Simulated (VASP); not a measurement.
# PtSe2 (P-3m1) in VASP: phonons with PBE+D3(BJ)

Aim: the phonons of PtSe2 with PBE+D3(BJ).

Everything below comes from runs of VASP 6.6.1. Logs are shortened: lines on timing, memory, paths and dates and some standing lists are left out, and cuts for length are marked.

### Step 1. The cell of the first run

Symmetry: P-3m1, No. 164, trigonal system. Conventional cell: a = 3.687 Å, b = 3.687 Å, c = 4.382 Å, α = 90.00°, β = 90.00°, γ = 120.00°. Pt (site symmetry -3m) has 6 Se at 2.47 Å within 3.3 Å. Se (site symmetry 3m) has 3 Pt at 2.47 Å and 6 Se at 2.83 to 3.29 Å within 3.3 Å.

### Step 2. Phonons, PBE+D3(BJ)

INCAR

```
ALGO     = Normal         # electronic algorithm
EDIFF    = 1E-8           # SCF threshold, eV
ENCUT    = 520            # plane-wave cutoff, eV
GGA      = PE             # functional
IBRION   = 6              # ionic algorithm
ISIF     = 2              # what is computed and relaxed
ISMEAR   = -1             # smearing method
IVDW     = 12             # dispersion correction
LASPH    = T              # aspherical terms in the spheres
LCHARG   = F              # write CHGCAR
LREAL    = F              # projectors in reciprocal space
LWAVE    = F              # write WAVECAR
NELM     = 80             # most SCF steps
NFREE    = 2            
NSW      = 1              # ionic steps
POTIM    = 0.015          # step
PREC     = Accurate       # precision mode
SIGMA    = 0.15           # smearing width, eV
```

KPOINTS

```
k-points
0
Gamma
  12 12 10
```

POSCAR

```
PtSe2
1.0
    3.6873008439      0.0000000000      0.0000000000
   -1.8436504220      3.1932962022      0.0000000000
    0.0000000000      0.0000000000      4.3822568083
Pt Se
1 2
Direct
    0.0000000000      0.0000000000      0.0000000000
    0.3333333333      0.6666666667      0.2865482907
    0.6666666667      0.3333333333      0.7134517093
```

Potentials or basis: VASP PAW PBE potentials, release 64 (Pt, Se).

The run is started by

```sh
$ cat potpaw_PBE.64/Pt/POTCAR potpaw_PBE.64/Se/POTCAR > POTCAR
$ mpirun -np 1 vasp_std > vasp.out
```

OUTCAR:

```text
EDIFF = 1E-8
   ENCUT = 520
   GGA = PE
   IBRION = 6
   ISIF = 2
   ISMEAR = -1
   IVDW = 12
   LASPH = T
   LREAL = F
   NELM = 80
   NFREE = 2
   NSW = 1
   POTIM = 0.015
   PREC = Accurate
 IVDW          = 12

 ion  position               nearest neighbor table
   1  0.000  0.000  0.000-   2 2.47   3 2.47   3 2.47   2 2.47   3 2.47   2 2.47
   2  0.333  0.667  0.287-   1 2.47   1 2.47   1 2.47
   3  0.667  0.333  0.713-   1 2.47   1 2.47   1 2.47

  LATTYP: Found a hexagonal cell.
 ALAT       =     3.6873008439
 C/A-ratio  =     1.1884728135

  Lattice vectors:

 A1 = (   3.6873008439,   0.0000000000,   0.0000000000)
 A2 = (  -1.8436504220,   3.1932962022,   0.0000000000)
 A3 = (   0.0000000000,   0.0000000000,   4.3822568083)

Analysis of symmetry for initial positions (statically):
=====================================================================
 Subroutine PRICEL returns:
 Original cell was already a primitive cell.

 Routine SETGRP: Setting up the symmetry group for a
 hexagonal supercell.

 Subroutine GETGRP returns: Found 12 space group operations
 (whereof 12 operations were pure point group operations)
 out of a pool of 24 trial point group operations.

The static configuration has the point symmetry D_3d.

Analysis of symmetry for dynamics (positions and initial velocities):
=====================================================================
 Subroutine PRICEL returns:
 Original cell was already a primitive cell.

 Routine SETGRP: Setting up the symmetry group for a
 hexagonal supercell.

 Subroutine GETGRP returns: Found 12 space group operations
 (whereof 12 operations were pure point group operations)
 out of a pool of 24 trial point group operations.

The dynamic configuration has the point symmetry D_3d.

 Subroutine INISYM returns: Found 12 space group operations
 (whereof 12 operations are pure point group operations),
 and found     1 'primitive' translations

----------------------------------------------------------------------------------------

                                     Primitive cell

  volume of cell :      51.5995

  direct lattice vectors                    reciprocal lattice vectors
     3.687300844  0.000000000  0.000000000     0.271201088  0.156578021  0.000000000
    -1.843650422  3.193296202  0.000000000     0.000000000  0.313156042  0.000000000
     0.000000000  0.000000000  4.382256808     0.000000000  0.000000000  0.228192925

  length of vectors
     3.687300844  3.687300844  4.382256808     0.313156042  0.313156042  0.228192925

  position of ions in fractional coordinates (direct lattice)
     0.000000000  0.000000000  0.000000000
     0.333333333  0.666666667  0.286548291
     0.666666667  0.333333333  0.713451709

  ion indices of the primitive-cell ions
   primitive index   ion index
                 1           1
                 2           2
                 3           3

----------------------------------------------------------------------------------------

 KPOINTS: k-points

Automatic generation of k-mesh.
 Grid dimensions read from file:
 generate k-points for:   12   12   10

 Generating k-lattice:

  Cartesian coordinates                     Fractional coordinates (reciprocal lattice)
     0.022600091  0.013048168  0.000000000     0.083333333  0.000000000  0.000000000
     0.000000000  0.026096337  0.000000000     0.000000000  0.083333333  0.000000000
     0.000000000  0.000000000  0.022819293     0.000000000  0.000000000  0.100000000

  Length of vectors
     0.026096337  0.026096337  0.022819293

  Shift w.r.t. Gamma in fractional coordinates (k-lattice)
     0.000000000  0.000000000  0.000000000

 Subroutine IBZKPT returns following result:
 ===========================================

[... 36 lines left out ...]
   NGXF,Y,Z  is equivalent  to a cutoff of  25.25, 25.25, 27.31 a.u.
 SYSTEM =  unknown system
   PREC   = accura    normal or accurate (medium, high low for compatibility)
   ISTART =      0    job   : 0-new  1-cont  2-samecut
   ICHARG =      2    charge: 1-file 2-atom 10-const
   ISPIN  =      1    spin polarized calculation?
   LNONCOLLINEAR =      F non collinear calculations
   LSORBIT =      F    spin-orbit coupling
   LASPH  =      T    aspherical Exc in radial PAW
   ENCUT  =  520.0 eV  38.22 Ry    6.18 a.u.   6.86  6.86  8.15*2*pi/ulx,y,z
   NELM   =     80;   NELMIN=  2; NELMDL= -5     # of ELM steps
   EDIFF  = 0.1E-07   stopping-criterion for ELM
   LREAL  =      F    real-space projection
   EDIFFG = 0.1E-06   stopping-criterion for IOM
   NSW    =     73    number of steps for IOM
   IBRION =      6    ionic relax: 0-MD 1-quasi-New 2-CG
   NFREE  =      2    steps in history (QN), initial steepest desc. (CG)
   ISIF   =      2    stress and relaxation
   ISYM   =      2    0-nonsym 1-usesym 2-fastsym
   POTIM  = 0.0150    time-step for ionic-motion
   TEBEG  =    0.0;   TEEND  =   0.0 temperature during run
   PSTRESS=    0.0 pullay stress
   NELECT =      22.0000    total number of electrons
   NUPDOWN=      -1.0000    fix difference up-down
   EMIN   =  10.00;   EMAX   =-10.00  energy-range for DOS
   EFERMI =   0.00;   METHOD = LEGACY
   ISMEAR =    -1;   SIGMA  =   0.15  broadening in eV -4-tet -1-fermi 0-gaus
   EFERMI_NEDOS =   21; number of points for ismear=-14 and -15
   IALGO  =     38    algorithm
   IMIX   =      4    mixing-type and parameters
     AMIX     =   0.40;   BMIX     =  1.00
     AMIX_MAG =   1.60;   BMIX_MAG =  1.00
  volume/ion in A,a.u.               =      17.20       116.07
  Fermi-wavevector in a.u.,A,eV,Ry     =   1.232160  2.328445 20.656622  1.518219
  Thomas-Fermi vector in A             =   2.366941
   LORBIT       =      0    0 simple, 1 ext, 2 COOP (PROOUT), +10 PAW based schemes
   GGA     = PE    functional components
   LHFCALC =     F    Hartree Fock is set to
   AEXX    =    0.0000 exact exchange contribution
   IVDW    =    12    specifies the selected vdW correction
   LEPSILON=     F    determine dielectric tensor
   LRPA    =     F    only Hartree local field effects (RPA)
 finite differences with symmetry
 non-spin polarized calculation
  energy-cutoff  :      520.00
  volume of cell :       51.60
 maximum number of plane-waves:      1412
   NGX = 13   NGY = 13   NGZ = 17

--------------------------------------- Ionic step        1  -------------------------------------------

 number of electron      22.0000000 magnetization

 Free energy of the ion-electron system (eV)
  ---------------------------------------------------
  ext. energy  EPLUGINS =         0.00000000
  ---------------------------------------------------
  free energy    TOTEN  =       -13.69376876 eV

  energy without entropy =      -13.64067722  energy(sigma->0) =      -13.66722299

------------------------ aborting loop because EDIFF is reached ----------------------------------------

 Edisp (eV)   -1.69925

 E8    (eV) :    -0.7295
[... 319 lines left out ...]
--------------------------------------- Ionic step        9  -------------------------------------------

 number of electron      22.0000000 magnetization

 Free energy of the ion-electron system (eV)
  ---------------------------------------------------
  ext. energy  EPLUGINS =         0.00000000
  ---------------------------------------------------
  free energy    TOTEN  =       -13.69227511 eV

  energy without entropy =      -13.63961790  energy(sigma->0) =      -13.66594650

 E-fermi :   8.5834     XC(G=0): -11.6028

 val. band max:        8.5653324792   @ k =   0.0000   0.1667   0.4000
 cond. band min:       8.6289958215   @ k =   0.0000   0.0000   0.2000
 fundamental gap:      0.0636633423
 Fermi energy:         8.5833823459

 k-point     1 :       0.0000    0.0000    0.0000
  band No.  band energies     occupation
      1      -8.2237      2.00000
      2      -3.7247      2.00000
      3       0.6795      2.00000
      4       1.7248      2.00000
      5       1.7248      2.00000
      6       4.5013      2.00000
      7       4.5013      2.00000
      8       6.0102      2.00000
      9       7.5456      1.99802
     10       7.5456      1.99802
     11       9.1925      0.03388
     12       9.1925      0.03388
     13       9.6058      0.00219
     14      11.6212      0.00000
[... 401 lines left out ...]
      2      -4.1889      2.00000
      3       1.0141      2.00000
      4       1.8743      2.00000
      5       2.4686      2.00000
      6       3.6528      2.00000
      7       4.3614      2.00000
      8       5.2061      2.00000
      9       6.4998      2.00000
     10       7.1540      1.99985
     11       8.4755      1.34482
     12       9.3524      0.01180
     13      10.5132      0.00001
     14      13.0328      0.00000
     15      14.1128      0.00000

 [... further k-points ...]

------------------------ aborting loop because EDIFF is reached ----------------------------------------

 Edisp (eV)   -1.69910

 E8    (eV) :    -0.7294
[... 26 lines left out ...]
  FREE ENERGIE OF THE ION-ELECTRON SYSTEM (eV)
  ---------------------------------------------------
  free  energy   TOTEN  =       -15.3913794955 eV

  energy  without entropy=      -15.3387222830  energy(sigma->0) =      -15.36505089

 INTERNAL STRAIN TENSORS FROM DISPLACED ATOMS
 ============================================

 INTERNAL STRAIN TENSOR FOR ION    1 for displacements in x,y,z  (eV/Angst):
          X           Y           Z          XY          YZ          ZX
  --------------------------------------------------------------------------------
  x     0.00000     0.00000     0.00000     0.00000     0.00000     0.00000
  y     0.00000     0.00000     0.00000     0.00000     0.00000     0.00000
  z     0.00000     0.00000     0.00000     0.00000     0.00000     0.00000

 INTERNAL STRAIN TENSOR FOR ION    3 for displacements in x,y,z  (eV/Angst):
          X           Y           Z          XY          YZ          ZX
  --------------------------------------------------------------------------------
  x     0.00000    -0.00000    -0.00000    -4.77757    -0.00000     6.89301
  y    -4.77757     4.77757     0.00000    -0.00000     6.89300    -0.00000
  z    10.88397    10.88397     7.60150    -0.00000     0.00000     0.00000

 Eigenvectors and eigenvalues of the dynamical matrix
 ----------------------------------------------------

   1 f  =    7.307089 THz    45.911794 2PiTHz  243.738251 cm-1    30.219678 meV
             X         Y         Z           dx          dy          dz
      0.000000  0.000000  0.000000    -0.000000    0.000000    0.000000
     -0.000000  2.128864  1.255728     0.000000   -0.000000   -0.707107
      1.843650  1.064432  3.126529     0.000000   -0.000000    0.707107
[... 43 lines left out ...]
   9 f/i=    0.000474 THz     0.002981 2PiTHz    0.015823 cm-1     0.001962 meV
             X         Y         Z           dx          dy          dz
      0.000000  0.000000  0.000000    -0.366205   -0.646888    0.000000
     -0.000000  2.128864  1.255728    -0.233012   -0.411607    0.000000
      1.843650  1.064432  3.126529    -0.233012   -0.411607    0.000000

 ELASTIC MODULI CONTR FROM IONIC RELAXATION (kBar)
 Direction    XX          YY          ZZ          XY          YZ          ZX
 --------------------------------------------------------------------------------
 XX        -588.7118   -264.2027   -297.8430      0.0000    234.0982     -0.0000
 YY        -264.2027   -588.7118   -297.8430      0.0000   -234.0982      0.0000
 ZZ        -297.8430   -297.8430   -208.0172      0.0000      0.0000     -0.0000
 XY           0.0000      0.0000      0.0000   -162.2545      0.0000    234.0986
 YZ         234.0982   -234.0982      0.0000      0.0000   -337.7531      0.0000
 ZX          -0.0000      0.0000     -0.0000    234.0986      0.0000   -337.7542
 --------------------------------------------------------------------------------
```

Run time: 8.9 min. Hardware: 1 thread of Intel Xeon 6975P-C (Granite Rapids), shared host; peak memory 0.97 GiB.

Results:

```
Highest phonon frequency at Γ, LO-TO splitting left out : 244 cm⁻¹
Dispersion energy per atom                              : -0.566 eV
```

Phonon frequencies in cm⁻¹ (negative: imaginary):
| q point | frequencies |
| --- | --- |
| (0.000, 0.000, 0.000) | 0 0 0 173 173 233 243 243 244 |

Caveat: the cell stands under pressure or tension, which shifts response properties; spin-orbit coupling is left out, which moves the levels of the heavy elements.
